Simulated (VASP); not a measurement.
# AlN (P6_3mc) in VASP: notebook, part 2 of 2

VASP 6.6.1.

**3. Single point, r2SCAN (in-plane strain -0.005)**

The input, POSCAR:

```
AlN
1.0
    3.0911621849      0.0000000000      0.0000000000
   -1.5455810924      2.6770249793      0.0000000000
    0.0000000000      0.0000000000      4.9934535051
Al N
2 2
Direct
    0.3333333333      0.6666666667     -0.0008019551
    0.6666666667      0.3333333333      0.4991980449
    0.3333333333      0.6666666667      0.3808019551
    0.6666666667      0.3333333333      0.8808019551
```

The input, INCAR.step1:

```
SYSTEM = AlN
PREC = Accurate
ENCUT = 520
ISMEAR = 0
SIGMA = 0.01
LREAL = .False.
LASPH = .True.
NELM = 100
NBANDS = 16
GGA = PE
ALGO = Normal
EDIFF = 1E-4
LWAVE = .True.
LCHARG = .False.
```

The input, INCAR.step2:

```
SYSTEM = AlN
PREC = Accurate
ENCUT = 520
EDIFF = 1E-6
ISMEAR = 0
SIGMA = 0.01
LREAL = .False.
LASPH = .True.
NELM = 100
ALGO = Normal
ISIF = 2
LWAVE = .False.
LCHARG = .False.
METAGGA = R2SCAN
LMIXTAU = .True.
NBANDS = 16
ISTART = 1
```

The input, KPOINTS:

```
Automatic mesh
0
Gamma
  8 8 4
  0 0 0
```

Potentials or basis: VASP PAW PBE potentials, release 64 (Al, N).

The run is started by

```bash
$ cat potpaw_PBE.64/Al/POTCAR potpaw_PBE.64/N/POTCAR > POTCAR
$ cp INCAR.step1 INCAR
$ mpirun -np 1 vasp_std > vasp.out
$ cp INCAR.step2 INCAR
$ mpirun -np 1 vasp_std > vasp.out
```

OUTCAR:

```text
SYSTEM = AlN
   PREC = Accurate
   ENCUT = 520
   EDIFF = 1E-6
   ISMEAR = 0
   LREAL = .False.
   LASPH = .True.
   NELM = 100
   ISIF = 2
   METAGGA = R2SCAN
   ISTART = 1

 ion  position               nearest neighbor table
   1  0.333  0.667  0.999-   4 1.88   4 1.88   4 1.88   3 1.91   2 3.07   2 3.07   2 3.07   2 3.07
                             2 3.07   2 3.07
   2  0.667  0.333  0.499-   3 1.88   3 1.88   3 1.88   4 1.91   1 3.07   1 3.07   1 3.07   1 3.07
                             1 3.07   1 3.07
   3  0.333  0.667  0.381-   2 1.88   2 1.88   2 1.88   1 1.91
   4  0.667  0.333  0.881-   1 1.88   1 1.88   1 1.88   2 1.91

  LATTYP: Found a hexagonal cell.
 ALAT       =     3.0911621849
 C/A-ratio  =     1.6153968011

  Lattice vectors:

 A1 = (   3.0911621849,   0.0000000000,   0.0000000000)
 A2 = (  -1.5455810924,   2.6770249793,   0.0000000000)
 A3 = (   0.0000000000,   0.0000000000,   4.9934535051)

Analysis of symmetry for initial positions (statically):
=====================================================================
 Subroutine PRICEL returns:
 Original cell was already a primitive cell.

 Routine SETGRP: Setting up the symmetry group for a
 hexagonal supercell.
[... 171 lines left out ...]

  energy without entropy =      -38.45286841  energy(sigma->0) =      -38.45286841

 E-fermi :   6.0267     XC(G=0): -11.4487

 val. band max:        5.9565193801   @ k =   0.0000   0.0000   0.0000
 cond. band min:      10.9621840375   @ k =   0.0000   0.0000   0.0000
 fundamental gap:      5.0056646575
 Fermi energy:         6.0266989899

 k-point     1 :       0.0000    0.0000    0.0000
  band No.  band energies     occupation
      1     -10.0377      2.00000
      2      -7.9289      2.00000
      3      -0.1384      2.00000
      4       5.1294      2.00000
      5       5.1294      2.00000
      6       5.7689      2.00000
[... 433 lines left out ...]
      3       0.8132      2.00000
      4       0.8132      2.00000
      5       4.4297      2.00000
      6       4.4297      2.00000
[... 8 lines left out ...]
     15      20.2913      0.00000
     16      20.2913      0.00000

 [... further k-points ...]
[... 5 lines left out ...]
  --------------------------------------------------------------------------------------
  -------------------------------------------------------------------------------------
  Total        0.6176356      0.6176356     -0.2941703      0.0000000      0.0000000      0.0000000
  in kB       23.9479139     23.9479139    -11.4060219      0.0000000      0.0000000      0.0000000
  external PRESSURE =      12.1632686 kB  Pullay stress =       0.0000000 kB

 VOLUME and BASIS-vectors are now :
 -----------------------------------------------------------------------------
  energy-cutoff  :      520.00
  volume of cell :       41.32
      direct lattice vectors                 reciprocal lattice vectors
     3.091162185  0.000000000  0.000000000     0.323502922  0.186774499  0.000000000
    -1.545581092  2.677024979  0.000000000     0.000000000  0.373548999  0.000000000
     0.000000000  0.000000000  4.993453505     0.000000000  0.000000000  0.200262203

 POSITION                                       TOTAL-FORCE (eV/Angst)
 -----------------------------------------------------------------------------------
     -0.00000      1.78468      4.98945        -0.000000     -0.000000      0.089594
      1.54558      0.89234      2.49272         0.000000      0.000000      0.089594
     -0.00000      1.78468      1.90152        -0.000000      0.000000     -0.089594
      1.54558      0.89234      4.39824        -0.000000      0.000000     -0.089594
 -----------------------------------------------------------------------------------
    total drift:                               -0.000000     -0.000000     -0.025223

  FREE ENERGIE OF THE ION-ELECTRON SYSTEM (eV)
  ---------------------------------------------------
  free  energy   TOTEN  =       -38.4528684130 eV

  energy  without entropy=      -38.4528684130  energy(sigma->0) =      -38.45286841
```

OSZICAR.step1:

```text
N       E                     dE             d eps       ncg     rms          rms(c)
DAV:   1     0.411128793840E+02    0.41113E+02   -0.73503E+03   960   0.896E+02
DAV:   2    -0.311460158744E+02   -0.72259E+02   -0.66390E+02  1432   0.187E+02
DAV:   3    -0.345277476269E+02   -0.33817E+01   -0.33715E+01  1160   0.410E+01
DAV:   4    -0.345479173922E+02   -0.20170E-01   -0.20169E-01  1240   0.363E+00
DAV:   5    -0.345481745209E+02   -0.25713E-03   -0.25713E-03  1200   0.414E-01    0.123E+01
DAV:   6    -0.297453708696E+02    0.48028E+01   -0.10672E+01  1144   0.238E+01    0.419E+00
DAV:   7    -0.297674178329E+02   -0.22047E-01   -0.69112E-01  1056   0.584E+00    0.297E+00
DAV:   8    -0.297598969510E+02    0.75209E-02   -0.58976E-02  1088   0.223E+00    0.572E-01
DAV:   9    -0.297550668772E+02    0.48301E-02   -0.11919E-02  1272   0.804E-01    0.243E-01
DAV:  10    -0.297556772876E+02   -0.61041E-03   -0.21979E-03  1040   0.295E-01    0.129E-01
DAV:  11    -0.297555985487E+02    0.78739E-04   -0.17119E-04   864   0.101E-01
   1 F= -.29755599E+02 E0= -.29755599E+02  d E =-.681702E-63
```

Run time: 70 s. Hardware: 1 thread of Intel Xeon Platinum 8488C (Sapphire Rapids), shared host; peak memory 0.16 GiB.

What came out:

* Free energy: -38.4529 eV
* Pressure: 1.2 GPa
* Largest force: 0.090 eV/Å
* Band gap on the k mesh: 5.01 eV, direct

Forces on the atoms (eV/Å):
```
Al   0.000  0.000  0.090
Al   0.000  0.000  0.090
N    0.000  0.000 -0.090
N    0.000  0.000 -0.090
```

Stress tensor (GPa, compression positive):
```
 2.39  0.00  0.00
 0.00  2.39  0.00
 0.00  0.00 -1.14
```

Caveat: the cell differs from its parent crystal (in-plane strain -0.005); the PAW data sets were made with another functional, which shifts forces and pressure a little.

**4. Single point, r2SCAN (in-plane strain +0.005, then relaxed in part)**

The input, POSCAR:

```
AlN
1.0
    3.1222291415      0.0000000000      0.0000000000
   -1.5611145708      2.7039297530      0.0000000000
    0.0000000000      0.0000000000      4.9644728457
Al N
2 2
Direct
    0.3333333333      0.6666666667     -0.0014696774
    0.6666666667      0.3333333333      0.4985303226
    0.3333333333      0.6666666667      0.3814696774
    0.6666666667      0.3333333333      0.8814696774
```

The input, INCAR.step1:

```
PREC = Accurate
ENCUT = 520
ISMEAR = 0
SIGMA = 0.01
LREAL = False
LASPH = True
NELM = 80
NBANDS = 16
GGA = PE
ALGO = Normal
EDIFF = 1E-4
LWAVE = True
LCHARG = False
```

The input, INCAR.step2:

```
PREC = Accurate
ENCUT = 520
EDIFF = 1E-6
ISMEAR = 0
SIGMA = 0.01
LREAL = False
LASPH = True
NELM = 80
ALGO = Normal
ISIF = 2
LWAVE = False
LCHARG = False
METAGGA = R2SCAN
LMIXTAU = True
NBANDS = 16
ISTART = 1
```

The input, KPOINTS:

```
regular mesh
0
Gamma
  8 8 4
```

Potentials or basis: VASP PAW PBE potentials, release 64 (Al, N).

The run is started by

```bash
$ cat potpaw_PBE.64/Al/POTCAR potpaw_PBE.64/N/POTCAR > POTCAR
$ cp INCAR.step1 INCAR
$ mpirun -np 1 vasp_std > vasp.out
$ cp INCAR.step2 INCAR
$ mpirun -np 1 vasp_std > vasp.out
```

OUTCAR:

```text
PREC = Accurate
   ENCUT = 520
   EDIFF = 1E-6
   ISMEAR = 0
   LREAL = False
   LASPH = True
   NELM = 80
   ISIF = 2
   METAGGA = R2SCAN
   ISTART = 1

 ion  position               nearest neighbor table
   1  0.333  0.667  0.999-   4 1.89   4 1.89   4 1.89   3 1.90   2 3.07   2 3.07   2 3.07   2 3.07
                             2 3.07   2 3.07
   2  0.667  0.333  0.499-   3 1.89   3 1.89   3 1.89   4 1.90   1 3.07   1 3.07   1 3.07   1 3.07
                             1 3.07   1 3.07
   3  0.333  0.667  0.381-   2 1.89   2 1.89   2 1.89   1 1.90
[... 656 lines left out ...]
 [... further k-points ...]
[... 5 lines left out ...]
  --------------------------------------------------------------------------------------
  -------------------------------------------------------------------------------------
  Total       -0.7322080     -0.7322080     -0.0865405      0.0000000      0.0000000     -0.0000000
  in kB      -27.9905702    -27.9905702     -3.3082389      0.0000000      0.0000000     -0.0000000
  external PRESSURE =     -19.7631264 kB  Pullay stress =       0.0000000 kB

 VOLUME and BASIS-vectors are now :
 -----------------------------------------------------------------------------
  energy-cutoff  :      520.00
  volume of cell :       41.91
      direct lattice vectors                 reciprocal lattice vectors
     3.122229142  0.000000000  0.000000000     0.320283988  0.184916047  0.000000000
    -1.561114571  2.703929753  0.000000000     0.000000000  0.369832093  0.000000000
     0.000000000  0.000000000  4.964472846     0.000000000  0.000000000  0.201431256

 POSITION                                       TOTAL-FORCE (eV/Angst)
 -----------------------------------------------------------------------------------
     -0.00000      1.80262      4.95718         0.000000     -0.000000     -0.003695
      1.56111      0.90131      2.47494        -0.000000      0.000000     -0.003695
     -0.00000      1.80262      1.89380        -0.000000     -0.000000      0.003695
      1.56111      0.90131      4.37603        -0.000000     -0.000000      0.003695
 -----------------------------------------------------------------------------------
    total drift:                               -0.000000     -0.000000     -0.024697

  FREE ENERGIE OF THE ION-ELECTRON SYSTEM (eV)
  ---------------------------------------------------
  free  energy   TOTEN  =       -38.4528947074 eV

  energy  without entropy=      -38.4528947074  energy(sigma->0) =      -38.45289471
```

OUTCAR.step1:

```text
PREC = Accurate
   ENCUT = 520
   ISMEAR = 0
   LREAL = False
   LASPH = True
[... 689 lines left out ...]
     -0.00000      1.80262      4.95718         0.000000     -0.000000     -0.015351
      1.56111      0.90131      2.47494        -0.000000      0.000000     -0.015351
     -0.00000      1.80262      1.89380        -0.000000      0.000000      0.015351
      1.56111      0.90131      4.37603         0.000000     -0.000000      0.015351
 -----------------------------------------------------------------------------------
    total drift:                               -0.000000      0.000000      0.000479

  FREE ENERGIE OF THE ION-ELECTRON SYSTEM (eV)
  ---------------------------------------------------
  free  energy   TOTEN  =       -29.7734056222 eV

  energy  without entropy=      -29.7734056222  energy(sigma->0) =      -29.77340562
```

It took 79 s on 1 thread of Intel Xeon Platinum 8488C (Sapphire Rapids), shared host; peak memory 0.16 GiB.

Results:

```
Free energy            : -38.4529 eV
Pressure               : -2.0 GPa
Largest force          : 0.004 eV/Å
Band gap on the k mesh : 4.81 eV, direct
```

Forces in eV/Å, atoms in the order of the input:
```
Al   0.000  0.000 -0.004
Al   0.000  0.000 -0.004
N    0.000  0.000  0.004
N    0.000  0.000  0.004
```

Levels at points of the mesh, in eV from the valence-band top:
```
           k point  band 6  band 7  band 8  band 9  band 10  band 11
(0.00, 0.00, 0.00)   -0.29   -0.29    0.00    4.81     7.36    11.56
(0.50, 0.00, 0.00)   -2.21   -1.79   -0.75    6.45     6.45     8.93
(0.00, 0.00, 0.50)   -0.64   -0.64   -0.64    7.12     7.12    11.24
(0.50, 0.00, 0.50)   -1.56   -1.40   -1.40    5.95     5.95    10.06
```

Caveat: the cell differs from its parent crystal (in-plane strain +0.005, then relaxed in part); the PAW data sets were made with another functional, which shifts forces and pressure a little.

**5. Single point, r2SCAN (in-plane strain +0.005)**

The input, POSCAR:

```
AlN
1.0
    3.1222291415      0.0000000000      0.0000000000
   -1.5611145708      2.7039297530      0.0000000000
    0.0000000000      0.0000000000      4.9635823974
Al N
2 2
Direct
    0.3333333333      0.6666666667     -0.0008019551
    0.6666666667      0.3333333333      0.4991980449
    0.3333333333      0.6666666667      0.3808019551
    0.6666666667      0.3333333333      0.8808019551
```

The input, INCAR.step1:

```
ALGO = Normal ; EDIFF = 1E-4
ENCUT = 520 ; GGA = PE
ISMEAR = 0 ; LASPH = True
LCHARG = False ; LREAL = False
LWAVE = True ; NBANDS = 16
NELM = 100 ; PREC = Accurate
SIGMA = 0.01
```

The input, INCAR.step2:

```
ALGO = Normal ; EDIFF = 1E-6
ENCUT = 520 ; ISIF = 2
ISMEAR = 0 ; ISTART = 1
LASPH = True ; LCHARG = True
LELF = True ; LMIXTAU = True
LREAL = False ; LVHAR = True
LWAVE = False ; METAGGA = R2SCAN
NBANDS = 16 ; NELM = 100
PREC = Accurate ; SIGMA = 0.01
```

The input, KPOINTS:

```
k-points
0
Gamma
  8 8 4
```

Potentials or basis: VASP PAW PBE potentials, release 64 (Al, N).

The run is started by

```bash
$ cat potpaw_PBE.64/Al/POTCAR potpaw_PBE.64/N/POTCAR > POTCAR
$ cp INCAR.step1 INCAR
$ mpirun -np 1 vasp_std > vasp.out
$ cp INCAR.step2 INCAR
$ mpirun -np 1 vasp_std > vasp.out
```

OUTCAR:

```text
EDIFF = 1E-6
   ENCUT = 520
   ISIF = 2
   ISMEAR = 0
   ISTART = 1
   LASPH = True
   LREAL = False
   METAGGA = R2SCAN
   NELM = 100
   PREC = Accurate

 ion  position               nearest neighbor table
   1  0.333  0.667  0.999-   3 1.89   4 1.90   4 1.90   4 1.90   2 3.07   2 3.07   2 3.07   2 3.07
                             2 3.07   2 3.07
   2  0.667  0.333  0.499-   4 1.89   3 1.90   3 1.90   3 1.90   1 3.07   1 3.07   1 3.07   1 3.07
                             1 3.07   1 3.07
   3  0.333  0.667  0.381-   1 1.89   2 1.90   2 1.90   2 1.90
[... 656 lines left out ...]
 [... further k-points ...]
[... 5 lines left out ...]
  --------------------------------------------------------------------------------------
  -------------------------------------------------------------------------------------
  Total       -0.7979060     -0.7979060      0.1044026      0.0000000      0.0000000      0.0000000
  in kB      -30.5075200    -30.5075200      3.9917780      0.0000000      0.0000000      0.0000000
  external PRESSURE =     -19.0077540 kB  Pullay stress =       0.0000000 kB

 VOLUME and BASIS-vectors are now :
 -----------------------------------------------------------------------------
  energy-cutoff  :      520.00
  volume of cell :       41.90
      direct lattice vectors                 reciprocal lattice vectors
     3.122229142  0.000000000  0.000000000     0.320283988  0.184916047  0.000000000
    -1.561114571  2.703929753  0.000000000     0.000000000  0.369832093  0.000000000
     0.000000000  0.000000000  4.963582397     0.000000000  0.000000000  0.201467392

 POSITION                                       TOTAL-FORCE (eV/Angst)
 -----------------------------------------------------------------------------------
     -0.00000      1.80262      4.95960         0.000000     -0.000000     -0.093475
      1.56111      0.90131      2.47781         0.000000      0.000000     -0.093475
     -0.00000      1.80262      1.89014        -0.000000     -0.000000      0.093475
      1.56111      0.90131      4.37193        -0.000000     -0.000000      0.093475
 -----------------------------------------------------------------------------------
    total drift:                               -0.000000     -0.000000     -0.023949

  FREE ENERGIE OF THE ION-ELECTRON SYSTEM (eV)
  ---------------------------------------------------
  free  energy   TOTEN  =       -38.4522328611 eV

  energy  without entropy=      -38.4522328611  energy(sigma->0) =      -38.45223286
```

It took 73 s on 1 thread of Intel Xeon Platinum 8488C (Sapphire Rapids), shared host; peak memory 0.16 GiB.

Results:

* Free energy: -38.4522 eV
* Pressure: -1.9 GPa
* Largest force: 0.093 eV/Å
* Band gap on the k mesh: 4.84 eV, direct

Forces in eV/Å, atoms in the order of the input:
```
Al   0.000  0.000 -0.093
Al   0.000  0.000 -0.093
N    0.000  0.000  0.093
N    0.000  0.000  0.093
```

Levels at points of the mesh, in eV from the valence-band top:
```
           k point  band 6  band 7  band 8  band 9  band 10  band 11
(0.00, 0.00, 0.00)   -0.26   -0.26    0.00    4.84     7.37    11.57
(0.50, 0.00, 0.00)   -2.19   -1.79   -0.73    6.46     6.47     8.96
(0.00, 0.00, 0.50)   -0.61   -0.61   -0.61    7.14     7.14    11.27
(0.50, 0.00, 0.50)   -1.53   -1.39   -1.39    5.97     5.97    10.09
```

Caveat: the cell differs from its parent crystal (in-plane strain +0.005); the PAW data sets were made with another functional, which shifts forces and pressure a little.

**6. Summary**

```csv
cell,gap on the mesh (eV),pressure (GPa),largest force (eV/Å)
"a = 3.091, b = 3.091, c = 4.992 Å, angles 90.0, 90.0, 120.0°, 4 atoms",5.03,1.3,-
"a = 3.091, b = 3.091, c = 4.993 Å, angles 90.0, 90.0, 120.0°, 4 atoms",5.01,1.2,0.09
"a = 3.122, b = 3.122, c = 4.964 Å, angles 90.0, 90.0, 120.0°, 4 atoms",4.84,-1.9,0.09
```

Some of these runs hold the atoms at other places in the same cell, which the table doesn't show; runs alike in all that it shows share one row.

Alike in all rows: task single point; level r2SCAN; potentials or basis VASP PAW PBE potentials, release 64 (Al, N); no spin polarisation; k mesh 8 × 8 × 4; cutoff (eV) 520; smearing gaussian 0.01 eV.

Caveats: the PAW data sets were made with another functional, which shifts forces and pressure a little.

Total energies depend on the potentials used, so only differences within one code and one set of settings carry meaning.
